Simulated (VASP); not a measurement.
# SrCl2 in VASP: further runs

SrCl2 is run at these levels: PBEsol; tasks: single point.

Program: VASP 6.6.1. These are calculated values, not measurements. Logs are shortened: lines on timing, memory, paths and dates and some standing lists are left out, and cuts for length are marked.

### 1 The cell of the first run

It takes space group P-3m1 (No. 164, trigonal). Conventional cell: a = 4.370 Å, b = 4.370 Å, c = 5.985 Å, α = 90.00°, β = 90.00°, γ = 120.00°. Within 3.8 Å of Sr (site symmetry -3m) lie 6 Cl at 2.88 Å. Within 3.8 Å of Cl (site symmetry 3m) lie 3 Sr at 2.88 Å and 3 Cl at 3.75 Å.

### 2 Single point, PBEsol (volume scaled by 0.980)

INCAR

```
SYSTEM = SrCl2
  PREC = Accurate
  ENCUT = 520
  EDIFF = 1E-6
  ISMEAR = 0
  SIGMA = 0.05
  LREAL = .False.
  LASPH = .True.
  NELM = 60
  ALGO = Normal
  ISIF = 2
  LWAVE = .False.
  LCHARG = .False.
  GGA = PS
  NBANDS = 19
```

KPOINTS

```
regular mesh
0
Gamma
  8 8 6
  0 0 0
```

POSCAR

```
SrCl2
1.0
    4.3702076689      0.0000000000      0.0000000000
   -2.1851038345      3.7847108611      0.0000000000
    0.0000000000      0.0000000000      5.9847380487
Sr Cl
1 2
Direct
    0.0000000000      0.0000000000      0.0000000000
    0.3333333333      0.6666666667      0.2312550934
    0.6666666667      0.3333333333      0.7687449066
```

Potentials or basis: VASP PAW PBE potentials, release 64 (Sr_sv, Cl).

Launch:

```console
> cat potpaw_PBE.64/Sr_sv/POTCAR potpaw_PBE.64/Cl/POTCAR > POTCAR
> mpirun -np 1 vasp_std > vasp.out
```

OUTCAR:

```text
SYSTEM = SrCl2
   PREC = Accurate
   ENCUT = 520
   EDIFF = 1E-6
   ISMEAR = 0
   LREAL = .False.
   LASPH = .True.
   NELM = 60
   ISIF = 2
   GGA = PS

 ion  position               nearest neighbor table
   1  0.000  0.000  0.000-   2 2.88   3 2.88   3 2.88   2 2.88   3 2.88   2 2.88
   2  0.333  0.667  0.231-   1 2.88   1 2.88   1 2.88
   3  0.667  0.333  0.769-   1 2.88   1 2.88   1 2.88

  LATTYP: Found a hexagonal cell.
 ALAT       =     4.3702076689
 C/A-ratio  =     1.3694401965

  Lattice vectors:

 A1 = (   4.3702076689,   0.0000000000,   0.0000000000)
 A2 = (  -2.1851038345,   3.7847108611,   0.0000000000)
 A3 = (   0.0000000000,   0.0000000000,   5.9847380487)

Analysis of symmetry for initial positions (statically):
=====================================================================
 Subroutine PRICEL returns:
 Original cell was already a primitive cell.

 Routine SETGRP: Setting up the symmetry group for a
 hexagonal supercell.

 Subroutine GETGRP returns: Found 12 space group operations
 (whereof 12 operations were pure point group operations)
 out of a pool of 24 trial point group operations.

The static configuration has the point symmetry D_3d.

Analysis of symmetry for dynamics (positions and initial velocities):
=====================================================================
 Subroutine PRICEL returns:
 Original cell was already a primitive cell.

 Routine SETGRP: Setting up the symmetry group for a
 hexagonal supercell.

 Subroutine GETGRP returns: Found 12 space group operations
 (whereof 12 operations were pure point group operations)
 out of a pool of 24 trial point group operations.

The dynamic configuration has the point symmetry D_3d.

 Subroutine INISYM returns: Found 12 space group operations
 (whereof 12 operations are pure point group operations),
 and found     1 'primitive' translations

----------------------------------------------------------------------------------------

                                     Primitive cell

  volume of cell :      98.9874

  direct lattice vectors                    reciprocal lattice vectors
     4.370207669  0.000000000  0.000000000     0.228822078  0.132110488  0.000000000
    -2.185103835  3.784710861  0.000000000     0.000000000  0.264220977  0.000000000
     0.000000000  0.000000000  5.984738049     0.000000000  0.000000000  0.167091691

  length of vectors
     4.370207669  4.370207669  5.984738049     0.264220977  0.264220977  0.167091691

  position of ions in fractional coordinates (direct lattice)
     0.000000000  0.000000000  0.000000000
     0.333333333  0.666666667  0.231255093
     0.666666667  0.333333333  0.768744907

  ion indices of the primitive-cell ions
   primitive index   ion index
                 1           1
                 2           2
                 3           3

----------------------------------------------------------------------------------------

 KPOINTS: regular mesh

Automatic generation of k-mesh.
 Grid dimensions read from file:
 generate k-points for:    8    8    6

 Generating k-lattice:

  Cartesian coordinates                     Fractional coordinates (reciprocal lattice)
     0.028602760  0.016513811  0.000000000     0.125000000  0.000000000  0.000000000
     0.000000000  0.033027622  0.000000000     0.000000000  0.125000000  0.000000000
     0.000000000  0.000000000  0.027848615     0.000000000  0.000000000  0.166666667

  Length of vectors
     0.033027622  0.033027622  0.027848615

  Shift w.r.t. Gamma in fractional coordinates (k-lattice)
     0.000000000  0.000000000  0.000000000

 Subroutine IBZKPT returns following result:
 ===========================================

 Found     50 irreducible k-points:

 Following reciprocal coordinates:
            Coordinates               Weight
  0.000000  0.000000  0.000000      1.000000
  0.125000  0.000000  0.000000      6.000000
  0.250000  0.000000  0.000000      6.000000
  0.375000  0.000000  0.000000      6.000000
  0.500000  0.000000  0.000000      3.000000
  0.125000  0.125000  0.000000      6.000000
[... 16 lines left out ...]
 -0.125000  0.500000  0.166667     12.000000
  0.250000  0.250000  0.166667     12.000000
 [... further k-points ...]
   k-points           NKPTS =     50   k-points in BZ     NKDIM =     50   number of bands    NBANDS=     19
   number of dos      NEDOS =    301   number of ions     NIONS =      3
   total plane-waves  NPLWV =  62208
   dimension x,y,z NGX =    36 NGY =   36 NGZ =   48
   dimension x,y,z NGXF=    72 NGYF=   72 NGZF=   96
   ions per type =               1   2
   NGX,Y,Z   is equivalent  to a cutoff of  13.69, 13.69, 13.33 a.u.
   NGXF,Y,Z  is equivalent  to a cutoff of  27.39, 27.39, 26.67 a.u.
 SYSTEM =  SrCl2
   PREC   = accura    normal or accurate (medium, high low for compatibility)
   ISTART =      0    job   : 0-new  1-cont  2-samecut
   ICHARG =      2    charge: 1-file 2-atom 10-const
   ISPIN  =      1    spin polarized calculation?
   LNONCOLLINEAR =      F non collinear calculations
   LSORBIT =      F    spin-orbit coupling
   LASPH  =      T    aspherical Exc in radial PAW
   ENCUT  =  520.0 eV  38.22 Ry    6.18 a.u.   8.13  8.13 11.13*2*pi/ulx,y,z
   NELM   =     60;   NELMIN=  2; NELMDL= -5     # of ELM steps
   EDIFF  = 0.1E-05   stopping-criterion for ELM
   LREAL  =      F    real-space projection
   EDIFFG = 0.1E-04   stopping-criterion for IOM
   NSW    =      0    number of steps for IOM
   IBRION =     -1    ionic relax: 0-MD 1-quasi-New 2-CG
   NFREE  =      0    steps in history (QN), initial steepest desc. (CG)
   ISIF   =      2    stress and relaxation
   ISYM   =      2    0-nonsym 1-usesym 2-fastsym
   POTIM  = 0.5000    time-step for ionic-motion
   TEBEG  =    0.0;   TEEND  =   0.0 temperature during run
   PSTRESS=    0.0 pullay stress
   NELECT =      24.0000    total number of electrons
   NUPDOWN=      -1.0000    fix difference up-down
   EMIN   =  10.00;   EMAX   =-10.00  energy-range for DOS
   EFERMI =   0.00;   METHOD = LEGACY
   ISMEAR =     0;   SIGMA  =   0.05  broadening in eV -4-tet -1-fermi 0-gaus
   EFERMI_NEDOS =   21; number of points for ismear=-14 and -15
   IALGO  =     38    algorithm
   IMIX   =      4    mixing-type and parameters
     AMIX     =   0.40;   BMIX     =  1.00
     AMIX_MAG =   1.60;   BMIX_MAG =  1.00
  volume/ion in A,a.u.               =      33.00       222.67
  Fermi-wavevector in a.u.,A,eV,Ry     =   1.020827  1.929082 14.178451  1.042087
  Thomas-Fermi vector in A             =   2.154417
   LORBIT       =      0    0 simple, 1 ext, 2 COOP (PROOUT), +10 PAW based schemes
   GGA     = PS    functional components
   LHFCALC =     F    Hartree Fock is set to
   AEXX    =    0.0000 exact exchange contribution
   IVDW    =     0    specifies the selected vdW correction
   LEPSILON=     F    determine dielectric tensor
   LRPA    =     F    only Hartree local field effects (RPA)
 non-spin polarized calculation
 Gauss-broadening in eV      SIGMA  =   0.05
  energy-cutoff  :      520.00
  volume of cell :       98.99
 maximum number of plane-waves:      2682
 NGX is ok and might be reduce to    36
   NGX = 17   NGY = 17   NGZ = 23

 number of electron      24.0000001 magnetization

 Free energy of the ion-electron system (eV)
  ---------------------------------------------------
  ext. energy  EPLUGINS =         0.00000000
  ---------------------------------------------------
  free energy    TOTEN  =       -13.10061860 eV

  energy without entropy =      -13.10061860  energy(sigma->0) =      -13.10061860

 E-fermi :  -1.0335     XC(G=0):  -7.6844

 val. band max:       -1.3231114869   @ k =   0.0000   0.0000   0.0000
 cond. band min:       3.9097780252   @ k =   0.0000   0.0000   0.0000
 fundamental gap:      5.2328895121
 Fermi energy:        -1.0335133454

 k-point     1 :       0.0000    0.0000    0.0000
  band No.  band energies     occupation
      1     -33.6644      2.00000
      2     -16.0141      2.00000
      3     -15.6737      2.00000
      4     -15.6737      2.00000
      5     -14.0703      2.00000
      6     -13.3684      2.00000
[... 11 lines left out ...]
     18       7.2473      0.00000
     19       7.2473      0.00000

 k-point     2 :       0.1250    0.0000    0.0000
  band No.  band energies     occupation
      1     -33.6629      2.00000
      2     -15.9865      2.00000
      3     -15.7728      2.00000
      4     -15.6808      2.00000
      5     -13.9495      2.00000
      6     -13.4198      2.00000
[... 11 lines left out ...]
     18       7.2725      0.00000
     19       7.7001      0.00000

 k-point     3 :       0.2500    0.0000    0.0000
  band No.  band energies     occupation
      1     -33.6591      2.00000
      2     -15.9960      2.00000
      3     -15.8876      2.00000
      4     -15.6979      2.00000
      5     -13.7409      2.00000
      6     -13.5065      2.00000
[... 11 lines left out ...]
     18       7.4333      0.00000
     19       8.6269      0.00000

 k-point     4 :       0.3750    0.0000    0.0000
  band No.  band energies     occupation
      1     -33.6553      2.00000
      2     -16.1507      2.00000
      3     -15.8115      2.00000
      4     -15.7150      2.00000
      5     -13.7745      2.00000
      6     -13.3929      2.00000
[... 11 lines left out ...]
     18       7.7422      0.00000
     19       8.4484      0.00000

 k-point     5 :       0.5000    0.0000    0.0000
  band No.  band energies     occupation
      1     -33.6537      2.00000
      2     -16.2110      2.00000
      3     -15.7732      2.00000
      4     -15.7220      2.00000
      5     -13.8292      2.00000
      6     -13.3144      2.00000
[... 11 lines left out ...]
     18       7.9244      0.00000
     19       8.4801      0.00000
[... 334 lines left out ...]
      2     -16.0667      2.00000
      3     -15.8676      2.00000
      4     -15.7305      2.00000
      5     -13.6891      2.00000
      6     -13.4858      2.00000
[... 11 lines left out ...]
     18       7.8190      0.00000
     19       8.6653      0.00000

 k-point    22 :       0.3750    0.1250    0.1667
  band No.  band energies     occupation
      1     -33.6537      2.00000
      2     -16.1653      2.00000
      3     -15.8021      2.00000
      4     -15.7610      2.00000
      5     -13.7490      2.00000
      6     -13.3733      2.00000
[... 11 lines left out ...]
     18       8.1207      0.00000
     19       8.4414      0.00000

 k-point    23 :      -0.1250    0.5000    0.1667
  band No.  band energies     occupation
      1     -33.6537      2.00000
      2     -16.1645      2.00000
      3     -15.8029      2.00000
      4     -15.7607      2.00000
      5     -13.7594      2.00000
      6     -13.3621      2.00000
[... 11 lines left out ...]
     18       8.0951      0.00000
     19       8.4615      0.00000

 k-point    24 :       0.2500    0.2500    0.1667
  band No.  band energies     occupation
      1     -33.6537      2.00000
      2     -16.0961      2.00000
      3     -15.8877      2.00000
      4     -15.7660      2.00000
      5     -13.6290      2.00000
      6     -13.4718      2.00000
[... 11 lines left out ...]
     18       8.1576      0.00000
     19       8.9136      0.00000

 [... further k-points ...]
[... 5 lines left out ...]
  --------------------------------------------------------------------------------------
  -------------------------------------------------------------------------------------
  Total        0.1796515      0.1796515      0.0930787     -0.0000000      0.0000000      0.0000000
  in kB        2.9077801      2.9077801      1.5065416     -0.0000000      0.0000000      0.0000000
  external PRESSURE =       2.4407006 kB  Pullay stress =       0.0000000 kB

 VOLUME and BASIS-vectors are now :
 -----------------------------------------------------------------------------
  energy-cutoff  :      520.00
  volume of cell :       98.99
      direct lattice vectors                 reciprocal lattice vectors
     4.370207669  0.000000000  0.000000000     0.228822078  0.132110488  0.000000000
    -2.185103835  3.784710861  0.000000000     0.000000000  0.264220977  0.000000000
     0.000000000  0.000000000  5.984738049     0.000000000  0.000000000  0.167091691

 POSITION                                       TOTAL-FORCE (eV/Angst)
 -----------------------------------------------------------------------------------
      0.00000      0.00000      0.00000        -0.000000      0.000000      0.000000
     -0.00000      2.52314      1.38400        -0.000000      0.000000      0.031134
      2.18510      1.26157      4.60074         0.000000     -0.000000     -0.031134
 -----------------------------------------------------------------------------------
    total drift:                                0.000000      0.000000     -0.000000

  FREE ENERGIE OF THE ION-ELECTRON SYSTEM (eV)
  ---------------------------------------------------
  free  energy   TOTEN  =       -13.1006186045 eV

  energy  without entropy=      -13.1006186045  energy(sigma->0) =      -13.10061860
```

Run time: 2.8 min. Hardware: 1 thread of Oxide Virtual Turin-like, shared host; peak memory 0.25 GiB.

What came out:

```
Free energy            : -13.1006 eV
Pressure               : 0.2 GPa
Largest force          : 0.031 eV/Å
Band gap on the k mesh : 5.23 eV, direct
```

Forces in eV/Å, atoms in the order of the input:
```
Sr   0.000  0.000  0.000
Cl   0.000  0.000  0.031
Cl   0.000  0.000 -0.031
```

Levels at points of the mesh, in eV from the valence-band top:
| k point | band 10 | band 11 | band 12 | band 13 | band 14 | band 15 |
| --- | --- | --- | --- | --- | --- | --- |
| (0.00, 0.00, 0.00) | -0.35 | -0.35 | 0.00 | 5.23 | 6.72 | 6.72 |
| (0.50, 0.00, 0.00) | -0.83 | -0.71 | -0.68 | 5.66 | 7.15 | 8.07 |
| (0.00, 0.00, 0.50) | -0.70 | -0.43 | -0.43 | 6.49 | 6.58 | 6.58 |
| (0.50, 0.00, 0.50) | -0.69 | -0.54 | -0.27 | 6.07 | 7.59 | 7.91 |

Caveat: the cell differs from its parent crystal (volume scaled by 0.980); the PAW data sets were made with another functional, which shifts forces and pressure a little. A k mesh can miss the band edges.

### 3 Single point, PBEsol

This run uses another cell than the first one, of 33.67 Å³/atom, 1.020 times its volume.

INCAR

```
PREC = Accurate
ENCUT = 520
EDIFF = 1E-7
ISMEAR = 0
SIGMA = 0.05
LREAL = False
LASPH = True
NELM = 80
ALGO = Normal
ISIF = 2
LWAVE = False
LCHARG = True
GGA = PS
LELF = True
LVHAR = True
NBANDS = 19
```

KPOINTS

```
Automatic mesh
0
Gamma
  8 8 6
```

POSCAR

```
SrCl2
1.0
    4.3804084604      0.0000000000      0.0000000000
   -2.1902042302      3.7935450056      0.0000000000
    0.0000000000      0.0000000000      6.0784661408
Sr Cl
1 2
Direct
    0.0000000000      0.0000000000      0.0000000000
    0.3333333333      0.6666666667      0.2271595850
    0.6666666667      0.3333333333      0.7728404150
```

Potentials or basis: VASP PAW PBE potentials, release 64 (Sr_sv, Cl).

Launch:

```console
> cat potpaw_PBE.64/Sr_sv/POTCAR potpaw_PBE.64/Cl/POTCAR > POTCAR
> mpirun -np 1 vasp_std > vasp.out
```

Wall time 3.1 min (1 thread of Oxide Virtual Turin-like, shared host); peak memory 0.25 GiB.

The run converged. Its results:

| Item | Value |
| --- | --- |
| Free energy | -13.1014 eV |
| Pressure | 0.1 GPa |
| Largest force | 0.025 eV/Å |
| Band gap on the k mesh | 5.25 eV, direct |

Forces in eV/Å, atoms in the order of the input:
```
Sr   0.000  0.000  0.000
Cl   0.000  0.000  0.025
Cl   0.000  0.000 -0.025
```

Levels at points of the mesh, in eV from the valence-band top:
```tsv
k point	band 9	band 10	band 11	band 12	band 13	band 14	band 15	band 16
(0.00, 0.00, 0.00)	-1.29	-0.32	-0.32	0.00	5.25	6.74	6.74	7.65
(0.50, 0.00, 0.00)	-0.88	-0.80	-0.65	-0.63	5.73	7.16	8.08	8.31
(0.00, 0.00, 0.50)	-1.24	-0.63	-0.39	-0.39	6.46	6.61	6.61	7.11
(0.50, 0.00, 0.50)	-1.00	-0.67	-0.51	-0.26	6.09	7.58	7.94	8.23
```

Caveat: the PAW data sets were made with another functional, which shifts forces and pressure a little. A k mesh can miss the band edges.

### 4 Single point, PBEsol (atom 2 (Cl) moved 0.02 Å along z)

INCAR

```
SYSTEM = SrCl2
ALGO = Normal ; EDIFF = 1E-7
ENCUT = 520 ; GGA = PS
ISIF = 2 ; ISMEAR = 0
LASPH = .True. ; LCHARG = .True.
LELF = .True. ; LREAL = .False.
LVHAR = .True. ; LWAVE = .False.
NBANDS = 19 ; NELM = 80
PREC = Accurate ; SIGMA = 0.05
```

KPOINTS

```
k-points
0
Gamma
  8 8 6
  0 0 0
```

POSCAR: that of step 3 with these lines changed.

```diff
@@ -9,3 +9,3 @@
     0.0000000000      0.0000000000      0.0000000000
-    0.3333333333      0.6666666667      0.2271595850
+    0.3333333333      0.6666666667      0.2304498888
     0.6666666667      0.3333333333      0.7728404150
```

Launch:

```console
> cat potpaw_PBE.64/Sr_sv/POTCAR potpaw_PBE.64/Cl/POTCAR > POTCAR
> mpirun -np 1 vasp_std > vasp.out
```

It took 2.4 min on 1 thread of Oxide Virtual Turin-like, shared host; peak memory 0.25 GiB.

Results (log left out):

```yaml
Free_energy: -13.1013 eV
Pressure: 0.0 GPa
Largest_force: 0.045 eV/Å
Band_gap_on_the_k_mesh: 5.24 eV, direct
```

Forces on the atoms (eV/Å):
```
Sr   0.000  0.000  0.045
Cl   0.000  0.000 -0.033
Cl   0.000  0.000 -0.012
```

Levels at points of the mesh, in eV from the valence-band top:
```tsv
k point	band 8	band 9	band 10	band 11	band 12	band 13	band 14	band 15	band 16	band 17
(0.00, 0.00, 0.00)	-1.27	-1.27	-0.33	-0.33	0.00	5.24	6.73	6.73	7.60	7.66
(0.50, 0.00, 0.00)	-0.97	-0.88	-0.79	-0.66	-0.64	5.70	7.18	8.06	8.30	8.80
(0.00, 0.00, 0.50)	-1.22	-1.22	-0.64	-0.40	-0.40	6.45	6.61	6.61	7.11	7.87
(0.50, 0.00, 0.50)	-1.28	-1.00	-0.67	-0.52	-0.26	6.07	7.59	7.93	8.23	8.40
```

Caveat: the cell differs from its parent crystal (atom 2 (Cl) moved 0.02 Å along z); the PAW data sets were made with another functional, which shifts forces and pressure a little. A k mesh can miss the band edges.

(Part 1 of 2 ends here.)
